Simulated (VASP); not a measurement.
Ge: single point with PBE

Ge, a slab with vacuum:

```
CELL_PARAMETERS angstrom
4.05816 0.00000 0.00000
-2.02908 3.51447 0.00000
0.00000 0.00000 22.53299
ATOMIC_POSITIONS crystal
Ge 0.33333 0.66667 0.33241
Ge 0.66667 0.33333 0.36759
Ge 0.66667 0.33333 0.48169
Ge 0.33333 0.66667 0.51831
Ge 0.33333 0.66667 0.63241
Ge 0.66667 0.33333 0.66759
```

```yaml
Program: VASP 6.6.1
Task: single point
Functional: PBE
Potentials_or_basis: VASP PAW PBE potentials, release 64 (Ge_d)
Cutoff: 520 eV
k_mesh: 9 × 9 × 1
Occupations: gaussian, width 0.1 eV
Spin: no spin polarisation
```

- Largest force: 0.005 eV/Å
- Band gap on the k mesh: zero (bands 42 and 43 overlap by 0.27 eV)

Forces in eV/Å, atoms in the order of the input:
```
Ge   0.000  0.000  0.005
Ge   0.000  0.000 -0.003
Ge   0.000  0.000  0.001
Ge   0.000  0.000 -0.001
Ge   0.000  0.000  0.003
Ge   0.000  0.000 -0.005
```

Levels at points of the mesh, in eV from the Fermi level:
| k point | band 39 | band 40 | band 41 | band 42 | band 43 | band 44 | band 45 | band 46 |
| --- | --- | --- | --- | --- | --- | --- | --- | --- |
| (0.00, 0.00, 0.00) | -0.38 | -0.38 | 0.12 | 0.12 | 0.24 | 0.69 | 1.26 | 1.36 |

Wall time 3.7 min on 1 thread of AMD EPYC 7R13 Processor (Zen 3), with other jobs on the host, peak memory 0.42 GiB.
